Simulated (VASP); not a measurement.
# BP (I-4m2) in VASP: notebook

The runs below take BP through single point, with r2SCAN.

Everything below comes from runs of VASP 6.6.1. Logs are shortened: lines on timing, memory, paths and dates and some standing lists are left out, and cuts for length are marked.

### Step 1. The cell of the first run

It takes space group I-4m2 (No. 119, tetragonal). The conventional cell has a = 3.160 Å, b = 3.160 Å, c = 4.400 Å, α = 90.00°, β = 90.00°, γ = 90.00°. Within 2.6 Å of B (site symmetry -4m2) lie 4 P at 1.93 Å. Within 2.6 Å of P (site symmetry -4m2) lie 4 B at 1.93 Å.

### Step 2. Single point, r2SCAN (strain -0.015 along x and y, -0.030 along z)

File POSCAR:

```
BP
1.0
    0.0000000000      2.2342428123      2.2002188101
    2.2342428123      0.0000000000      2.2002188101
    2.2342428123      2.2342428123      0.0000000000
B P
1 1
Direct
    0.0000000000      0.0000000000      0.0000000000
    0.7500000000      0.7500000000      0.7500000000
```

File INCAR.step1:

```
ALGO     = Normal         # electronic algorithm
EDIFF    = 1E-4           # SCF threshold, eV
ENCUT    = 520            # plane-wave cutoff, eV
GGA      = PE             # functional
ISMEAR   = 0              # smearing method
LASPH    = T              # aspherical terms in the spheres
LCHARG   = F              # write CHGCAR
LREAL    = F              # projectors in reciprocal space
LWAVE    = T              # write WAVECAR
NBANDS   = 11             # bands
NELM     = 60             # most SCF steps
PREC     = Accurate       # precision mode
SIGMA    = 0.05           # smearing width, eV
```

File INCAR.step2:

```
ALGO     = Normal         # electronic algorithm
EDIFF    = 1E-6           # SCF threshold, eV
ENCUT    = 520            # plane-wave cutoff, eV
ISIF     = 2              # what is computed and relaxed
ISMEAR   = 0              # smearing method
ISTART   = 1            
LASPH    = T              # aspherical terms in the spheres
LCHARG   = F              # write CHGCAR
LMIXTAU  = T            
LREAL    = F              # projectors in reciprocal space
LWAVE    = F              # write WAVECAR
METAGGA  = R2SCAN         # meta-GGA
NBANDS   = 11             # bands
NELM     = 60             # most SCF steps
PREC     = Accurate       # precision mode
SIGMA    = 0.05           # smearing width, eV
```

File KPOINTS:

```
k-points
0
Gamma
  10 10 10
```

Potentials or basis: VASP PAW PBE potentials, release 64 (B, P).

Started as:

```
cat potpaw_PBE.64/B/POTCAR potpaw_PBE.64/P/POTCAR > POTCAR
cp INCAR.step1 INCAR
mpirun -np 1 vasp_std > vasp.out
cp INCAR.step2 INCAR
mpirun -np 1 vasp_std > vasp.out
```

OUTCAR:

```text
EDIFF = 1E-6
   ENCUT = 520
   ISIF = 2
   ISMEAR = 0
   ISTART = 1
   LASPH = T
   LREAL = F
   METAGGA = R2SCAN
   NELM = 60
   PREC = Accurate

 ion  position               nearest neighbor table
   1  0.000  0.000  0.000-   2 1.93   2 1.93   2 1.93   2 1.93
   2  0.750  0.750  0.750-   1 1.93   1 1.93   1 1.93   1 1.93

  LATTYP: Found a body centered tetragonal cell.
 ALAT       =     3.1596964868
 C/A-ratio  =     1.3926773152

  Lattice vectors:

 A1 = (   0.0000000000,  -2.2342428123,  -2.2002188101)
 A2 = (   0.0000000000,   2.2342428123,  -2.2002188101)
 A3 = (   2.2342428123,   0.0000000000,   2.2002188101)

Analysis of symmetry for initial positions (statically):
=====================================================================
 Subroutine PRICEL returns:
 Original cell was already a primitive cell.

 Routine SETGRP: Setting up the symmetry group for a
 body centered tetragonal supercell.

 Subroutine GETGRP returns: Found  8 space group operations
 (whereof  8 operations were pure point group operations)
 out of a pool of 16 trial point group operations.

The static configuration has the point symmetry D_2d.

Analysis of symmetry for dynamics (positions and initial velocities):
=====================================================================
 Subroutine PRICEL returns:
 Original cell was already a primitive cell.

 Routine SETGRP: Setting up the symmetry group for a
 body centered tetragonal supercell.

 Subroutine GETGRP returns: Found  8 space group operations
 (whereof  8 operations were pure point group operations)
 out of a pool of 16 trial point group operations.

The dynamic configuration has the point symmetry D_2d.

 Subroutine INISYM returns: Found  8 space group operations
 (whereof  8 operations are pure point group operations),
 and found     1 'primitive' translations

----------------------------------------------------------------------------------------

                                     Primitive cell

  volume of cell :      21.9663

  direct lattice vectors                    reciprocal lattice vectors
     0.000000000  2.234242812  2.200218810    -0.223789463  0.223789463  0.227250125
     2.234242812  0.000000000  2.200218810     0.223789463 -0.223789463  0.227250125
     2.234242812  2.234242812  0.000000000     0.223789463  0.223789463 -0.227250125

  length of vectors
     3.135730179  3.135730179  3.159696487     0.389622981  0.389622981  0.389622981

  position of ions in fractional coordinates (direct lattice)
     0.000000000  0.000000000  0.000000000
     0.750000000  0.750000000  0.750000000

  ion indices of the primitive-cell ions
   primitive index   ion index
                 1           1
                 2           2

----------------------------------------------------------------------------------------

 KPOINTS: k-points

Automatic generation of k-mesh.
 Grid dimensions read from file:
 generate k-points for:   10   10   10

 Generating k-lattice:

  Cartesian coordinates                     Fractional coordinates (reciprocal lattice)
    -0.022378946  0.022378946  0.022725013     0.100000000  0.000000000  0.000000000
     0.022378946 -0.022378946  0.022725013     0.000000000  0.100000000  0.000000000
     0.022378946  0.022378946 -0.022725013     0.000000000  0.000000000  0.100000000

  Length of vectors
     0.038962298  0.038962298  0.038962298

  Shift w.r.t. Gamma in fractional coordinates (k-lattice)
     0.000000000  0.000000000  0.000000000

 Subroutine IBZKPT returns following result:
 ===========================================

 Found    102 irreducible k-points:

 Following reciprocal coordinates:
            Coordinates               Weight
  0.000000  0.000000  0.000000      1.000000
  0.100000 -0.000000  0.000000      8.000000
  0.200000 -0.000000  0.000000      8.000000
  0.300000 -0.000000  0.000000      8.000000
  0.400000 -0.000000  0.000000      8.000000
  0.500000 -0.000000  0.000000      4.000000
[... 16 lines left out ...]
  0.300000  0.300000  0.000000      2.000000
  0.400000  0.300000  0.000000      8.000000
 [... further k-points ...]
   k-points           NKPTS =    102   k-points in BZ     NKDIM =    102   number of bands    NBANDS=     11
   number of dos      NEDOS =    301   number of ions     NIONS =      2
   total plane-waves  NPLWV =  13824
   dimension x,y,z NGX =    24 NGY =   24 NGZ =   24
   dimension x,y,z NGXF=    48 NGYF=   48 NGZF=   48
   ions per type =               1   1
   NGX,Y,Z   is equivalent  to a cutoff of  12.72, 12.72, 12.63 a.u.
   NGXF,Y,Z  is equivalent  to a cutoff of  25.45, 25.45, 25.25 a.u.
 SYSTEM =  unknown system
   PREC   = accura    normal or accurate (medium, high low for compatibility)
   ISTART =      1    job   : 0-new  1-cont  2-samecut
   ICHARG =      0    charge: 1-file 2-atom 10-const
   ISPIN  =      1    spin polarized calculation?
   LNONCOLLINEAR =      F non collinear calculations
   LSORBIT =      F    spin-orbit coupling
   LASPH  =      T    aspherical Exc in radial PAW
   ENCUT  =  520.0 eV  38.22 Ry    6.18 a.u.   5.83  5.83  5.87*2*pi/ulx,y,z
   NELM   =     60;   NELMIN=  2; NELMDL=  0     # of ELM steps
   EDIFF  = 0.1E-05   stopping-criterion for ELM
   LREAL  =      F    real-space projection
   EDIFFG = 0.1E-04   stopping-criterion for IOM
   NSW    =      0    number of steps for IOM
   IBRION =     -1    ionic relax: 0-MD 1-quasi-New 2-CG
   NFREE  =      0    steps in history (QN), initial steepest desc. (CG)
   ISIF   =      2    stress and relaxation
   ISYM   =      2    0-nonsym 1-usesym 2-fastsym
   POTIM  = 0.5000    time-step for ionic-motion
   TEBEG  =    0.0;   TEEND  =   0.0 temperature during run
   PSTRESS=    0.0 pullay stress
   NELECT =       8.0000    total number of electrons
   NUPDOWN=      -1.0000    fix difference up-down
   EMIN   =  10.00;   EMAX   =-10.00  energy-range for DOS
   EFERMI =   0.00;   METHOD = LEGACY
   ISMEAR =     0;   SIGMA  =   0.05  broadening in eV -4-tet -1-fermi 0-gaus
   EFERMI_NEDOS =   21; number of points for ismear=-14 and -15
   IALGO  =     38    algorithm
   IMIX   =      4    mixing-type and parameters
     AMIX     =   0.40;   BMIX     =  1.00
     AMIX_MAG =   1.60;   BMIX_MAG =  1.00
  volume/ion in A,a.u.               =      10.98        74.12
  Fermi-wavevector in a.u.,A,eV,Ry     =   1.169103  2.209284 18.596455  1.366801
  Thomas-Fermi vector in A             =   2.305580
   LORBIT       =      0    0 simple, 1 ext, 2 COOP (PROOUT), +10 PAW based schemes
   METAGGA = R2SCAN    functional components
   LHFCALC =     F    Hartree Fock is set to
   AEXX    =    0.0000 exact exchange contribution
   IVDW    =     0    specifies the selected vdW correction
   LEPSILON=     F    determine dielectric tensor
   LRPA    =     F    only Hartree local field effects (RPA)
 non-spin polarized calculation
 Gauss-broadening in eV      SIGMA  =   0.05
  energy-cutoff  :      520.00
  volume of cell :       21.97
 maximum number of plane-waves:       604
   NGX = 11   NGY = 11   NGZ = 11

 number of electron       8.0000000 magnetization

 Free energy of the ion-electron system (eV)
  ---------------------------------------------------
  ext. energy  EPLUGINS =         0.00000000
  ---------------------------------------------------
  free energy    TOTEN  =       -17.26475330 eV

  energy without entropy =      -17.26475330  energy(sigma->0) =      -17.26475330

 E-fermi :   8.5628     XC(G=0): -11.7827

 val. band max:        8.2472557130   @ k =   0.0000   0.0000   0.0000
 cond. band min:       9.3606630642   @ k =   0.4000   0.4000   0.0000
 fundamental gap:      1.1134073512
 Fermi energy:         8.5628357723

 k-point     1 :       0.0000    0.0000    0.0000
  band No.  band energies     occupation
      1      -8.7006      2.00000
      2       8.0853      2.00000
      3       8.0853      2.00000
      4       8.2473      2.00000
      5      11.8202      0.00000
      6      11.9139      0.00000
      7      11.9139      0.00000
      8      17.1531      0.00000
      9      20.7426      0.00000
     10      21.0305      0.00000
     11      21.1809      0.00000

 k-point     2 :       0.1000   -0.0000    0.0000
  band No.  band energies     occupation
      1      -8.5016      2.00000
      2       6.7189      2.00000
      3       7.7510      2.00000
      4       7.8745      2.00000
      5      12.2803      0.00000
      6      12.3664      0.00000
      7      12.4669      0.00000
      8      17.6279      0.00000
      9      20.0693      0.00000
     10      20.4245      0.00000
     11      21.6599      0.00000

 k-point     3 :       0.2000   -0.0000    0.0000
  band No.  band energies     occupation
      1      -7.9114      2.00000
      2       4.1622      2.00000
      3       7.1167      2.00000
      4       7.2680      2.00000
      5      12.7594      0.00000
      6      13.1267      0.00000
      7      13.1654      0.00000
      8      18.6786      0.00000
      9      19.5317      0.00000
     10      19.7272      0.00000
     11      22.5449      0.00000

 k-point     4 :       0.3000   -0.0000    0.0000
  band No.  band energies     occupation
      1      -6.9592      2.00000
      2       1.5704      2.00000
      3       6.5608      2.00000
      4       6.7451      2.00000
      5      12.7527      0.00000
      6      13.3855      0.00000
      7      13.5257      0.00000
      8      19.3750      0.00000
      9      20.3377      0.00000
     10      20.3493      0.00000
     11      22.9031      0.00000
[... 239 lines left out ...]
 k-point    22 :      -0.2000    0.2000    0.0000
  band No.  band energies     occupation
      1      -6.6547      2.00000
      2       2.4965      2.00000
      3       3.5967      2.00000
      4       6.6539      2.00000
      5      13.0033      0.00000
      6      14.0107      0.00000
      7      15.3801      0.00000
      8      17.6079      0.00000
      9      18.1154      0.00000
     10      23.1033      0.00000
     11      25.7868      0.00000

 k-point    23 :       0.3000    0.3000    0.0000
  band No.  band energies     occupation
      1      -6.3113      2.00000
      2       3.0959      2.00000
      3       4.4511      2.00000
      4       4.4511      2.00000
      5       9.7012      0.00000
      6      12.3209      0.00000
      7      18.0498      0.00000
      8      18.0498      0.00000
      9      23.1680      0.00000
     10      23.3193      0.00000
     11      26.7983      0.00000

 k-point    24 :       0.4000    0.3000    0.0000
  band No.  band energies     occupation
      1      -5.3750      2.00000
      2       1.5612      2.00000
      3       3.6049      2.00000
      4       4.1170      2.00000
      5       9.9970      0.00000
      6      11.9694      0.00000
      7      18.6708      0.00000
      8      18.7969      0.00000
      9      24.0999      0.00000
     10      24.4736      0.00000
     11      27.3638      0.00000

 [... further k-points ...]

------------------------ aborting loop because EDIFF is reached ----------------------------------------

  FORCE on cell =-STRESS in cart. coord.  units (eV):
  Direction    XX          YY          ZZ          XY          YZ          ZX
  --------------------------------------------------------------------------------------
  -------------------------------------------------------------------------------------
  Total        1.2891174      1.2891174      1.9159893      0.0000000      0.0000000     -0.0000000
  in kB       94.0256703     94.0256703    139.7484710      0.0000000      0.0000000     -0.0000000
  external PRESSURE =     109.2666039 kB  Pullay stress =       0.0000000 kB

 VOLUME and BASIS-vectors are now :
 -----------------------------------------------------------------------------
  energy-cutoff  :      520.00
  volume of cell :       21.97
      direct lattice vectors                 reciprocal lattice vectors
     0.000000000  2.234242812  2.200218810    -0.223789463  0.223789463  0.227250125
     2.234242812  0.000000000  2.200218810     0.223789463 -0.223789463  0.227250125
     2.234242812  2.234242812  0.000000000     0.223789463  0.223789463 -0.227250125

 POSITION                                       TOTAL-FORCE (eV/Angst)
 -----------------------------------------------------------------------------------
      0.00000      0.00000      0.00000        -0.000000     -0.000000      0.000000
      3.35136      3.35136      3.30033         0.000000      0.000000      0.000000
 -----------------------------------------------------------------------------------
    total drift:                               -0.000000     -0.000000      0.000000

  FREE ENERGIE OF THE ION-ELECTRON SYSTEM (eV)
  ---------------------------------------------------
  free  energy   TOTEN  =       -17.2647532969 eV

  energy  without entropy=      -17.2647532969  energy(sigma->0) =      -17.26475330
```

Wall time 26 s (1 thread of Intel Xeon 6975P-C (Granite Rapids), shared host); peak memory 0.15 GiB.

What came out:

* Free energy: -17.2648 eV
* Pressure: 10.9 GPa
* Band gap on the k mesh: 1.11 eV (least direct gap 3.57 eV)

Stress tensor (GPa, compression positive):
```
 9.40  0.00  0.00
 0.00  9.40  0.00
 0.00  0.00 13.97
```

Caveat: the cell differs from its parent crystal (strain -0.015 along x and y, -0.030 along z); the cell stands under pressure; the PAW data sets were made with another functional, which shifts forces and pressure a little.

### Step 3. Single point, r2SCAN (strain -0.030 along x and y, +0.015 along z)

File POSCAR:

```
BP
1.0
    0.0000000000      2.2002188101      2.3022908167
    2.2002188101      0.0000000000      2.3022908167
    2.2002188101      2.2002188101      0.0000000000
B P
1 1
Direct
    0.0000000000      0.0000000000      0.0000000000
    0.7500000000      0.7500000000      0.7500000000
```

File INCAR.step1:

```
SYSTEM = BP
PREC = Accurate ; ENCUT = 520
ISMEAR = 0 ; SIGMA = 0.05
LREAL = .FALSE. ; LASPH = .TRUE.
NELM = 60 ; NBANDS = 11
GGA = PE ; ALGO = Normal
EDIFF = 1E-4 ; LWAVE = .TRUE.
LCHARG = .FALSE.
```

File INCAR.step2:

```
SYSTEM = BP
PREC = Accurate ; ENCUT = 520
EDIFF = 1E-6 ; ISMEAR = 0
SIGMA = 0.05 ; LREAL = .FALSE.
LASPH = .TRUE. ; NELM = 60
ALGO = Normal ; ISIF = 2
LWAVE = .FALSE. ; LCHARG = .FALSE.
METAGGA = R2SCAN ; LMIXTAU = .TRUE.
NBANDS = 11 ; ISTART = 1
```

File KPOINTS:

```
regular mesh
0
G
  10 10 10
  0 0 0
```

Potentials or basis: VASP PAW PBE potentials, release 64 (B, P).

Started as:

```
cat potpaw_PBE.64/B/POTCAR potpaw_PBE.64/P/POTCAR > POTCAR
cp INCAR.step1 INCAR
mpirun -np 1 vasp_std > vasp.out
cp INCAR.step2 INCAR
mpirun -np 1 vasp_std > vasp.out
```

Wall time 28 s (1 thread of Intel Xeon 6975P-C (Granite Rapids), shared host); peak memory 0.15 GiB.

The run converged. Its results:

| Item | Value |
| --- | --- |
| Free energy | -17.2574 eV |
| Pressure | 7.9 GPa |
| Band gap on the k mesh | 1.01 eV (least direct gap 3.47 eV) |

Stress tensor (GPa, compression positive):
```
12.74  0.00  0.00
 0.00 12.74  0.00
 0.00  0.00 -1.76
```

Levels at points of the mesh, in eV from the valence-band top:
```tsv
k point	band 2	band 3	band 4	band 5	band 6	band 7
(0.00, 0.00, 0.00)	-0.51	0.00	0.00	3.47	3.47	3.74
(0.50, 0.00, 0.00)	-10.02	-2.43	-1.76	3.85	5.06	5.14
(0.50, 0.50, 0.00)	-9.84	-4.34	-4.34	1.64	2.17	13.38
(0.50, 0.00, 0.50)	-9.41	-4.91	-4.80	1.11	1.47	12.70
```

Caveat: the cell differs from its parent crystal (strain -0.030 along x and y, +0.015 along z); the cell stands under pressure; the PAW data sets were made with another functional, which shifts forces and pressure a little. A k mesh can miss the band edges.

(Part 1 of 2 ends here.)
